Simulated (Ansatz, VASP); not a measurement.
**One calculation of InAs, two programs**

The input POSCAR:

```
InAs
1.0
    0.0000000000      3.0180000000      3.0180000000
    3.0180000000      0.0000000000      3.0180000000
    3.0180000000      3.0180000000      0.0000000000
In As
1 1
Direct
    0.0000000000      0.0000000000      0.0000000000
    0.7500000000      0.7500000000      0.7500000000
```

The input INCAR.step1:

```
  PREC = Accurate
  ENCUT = 520
  EDIFF = 1E-5
  ISMEAR = -1
  SIGMA = 0.05
  LREAL = F
  LASPH = T
  NELM = 100
  ALGO = Normal
  ISIF = 2
  LWAVE = T
  LCHARG = F
  NBANDS = 16
  GGA = PE
```

Contents of INCAR.step2:

```
  PREC = Accurate
  ENCUT = 520
  EDIFF = 1E-6
  ISMEAR = -1
  SIGMA = 0.05
  LREAL = F
  LASPH = T
  NELM = 100
  ALGO = Normal
  ISIF = 2
  LWAVE = F
  LCHARG = F
  GGA = B3
  LHFCALC = T
  AEXX = 0.2
  AGGAX = 0.72
  AGGAC = 0.81
  ALDAC = 0.19
  PRECFOCK = Normal
  NBANDS = 16
  ISTART = 1
```

File KPOINTS:

```
Automatic mesh
0
Gamma
  4 4 4
```

The input input.yaml:

```yaml
crystal:
  lattice:
    - [0.0, 3.018, 3.018]
    - [3.018, 0.0, 3.018]
    - [3.018, 3.018, 0.0]
  atoms:
    - { symbol: In, position: [0.0, 0.0, 0.0] }
    - { symbol: As, position: [0.75, 0.75, 0.75] }
hamiltonian:
  xc: b3lyp
  pseudopotentials: { kind: paw }
kpoints:
  mp_grid: { grid: [4, 4, 4] }
  band_path:
    path:
      - [[0.0, 0.0, 0.0], [0.5, 0.0, 0.5], [0.5, 0.25, 0.75], [0.375, 0.375, 0.75], [0.0, 0.0, 0.0], [0.5, 0.5, 0.5], [0.625, 0.25, 0.625], [0.5, 0.25, 0.75], [0.5, 0.5, 0.5], [0.375, 0.375, 0.75]]
      - [[0.625, 0.25, 0.625], [0.5, 0.0, 0.5]]
    npoints: 4
scf:
  occupations: { method: fermi_dirac, width: 0.05 }
  n_extra_bands: 6
output:
  forces: true
  stress: true
  eigenvalues: true
  fatbands: false
```

Alike in both runs: functional B3LYP; k mesh 4 × 4 × 4; occupations fermi-dirac, width 0.05 eV; no spin polarisation.

```csv
,VASP,Ansatz
version,VASP 6.6.1,Ansatz 0.2.0
potentials or method,"VASP PAW PBE potentials, release 64 (In_d, As)",Ansatz PAW
plane-wave cutoff (eV),520,420
valence electrons in the cell,18,28
task,single point,band structure
```

|  | VASP | Ansatz | Ansatz less VASP |
| --- | --- | --- | --- |
| gap on the k mesh at the Fermi level (eV) | 0.88 | 0.79 | -0.093 |
| least direct gap on the mesh (eV) | 0.88 | 0.79 | -0.093 |
| pressure (GPa) | 5.1 | 5.1 | +0.05 |

VASP's potentials were made for PBE, not for B3LYP. VASP's potentials hold 18 valence electrons a cell and Ansatz's 28, so a difference there can come from the potentials and not from the codes.

The k mesh is coarse, so the values compare programs but aren't converged.
